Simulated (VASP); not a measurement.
The system is Pb.

```
CELL_PARAMETERS angstrom
3.48000 0.00000 0.00000
-1.74000 3.01377 0.00000
0.00000 0.00000 5.59000
ATOMIC_POSITIONS crystal
Pb 0.66667 0.33333 0.75000
Pb 0.33333 0.66667 0.25000
```

* Program: VASP 6.6.1
* Task: relaxation of cell and atoms
* Functional: PBEsol
* Potentials or basis: VASP PAW PBE potentials, release 64 (Pb_d)
* Cutoff: 600 eV
* k mesh: 9 × 9 × 5
* Occupations: fermi-dirac, width 0.05 eV
* Spin: no spin polarisation

At the start: pressure 1.1 GPa; volume 29.31 Å³/atom.

Q: Where does the relaxation end?

A: Over 4 steps the energy falls by 15.2 meV/atom and the volume is 29.80 Å³/atom (+1.7 %); space group P6_3/mmc (No. 194, to 0.05 Å).

Step by step:
```csv
step,energy change (eV),largest force (eV/Å),pressure (GPa),volume (Å³)
1,0.0000,0.0000,1.06,58.63
2,-0.0243,0.0000,-0.54,60.27
3,-0.0252,0.0000,-0.81,60.63
4,-0.0305,0.0000,0.00,59.61
```

Final structure:
```yaml
crystal:
  lattice:
    - [3.43223, 0.00000, 0.00000]
    - [-1.71611, 2.97240, 0.00000]
    - [0.00000, 0.00000, 5.84265]
  atoms:
    - { symbol: Pb, position: [0.66667, 0.33333, 0.75000] }
    - { symbol: Pb, position: [0.33333, 0.66667, 0.25000] }
```

Caveat: the PAW data sets were made with another functional, which shifts forces and pressure a little.
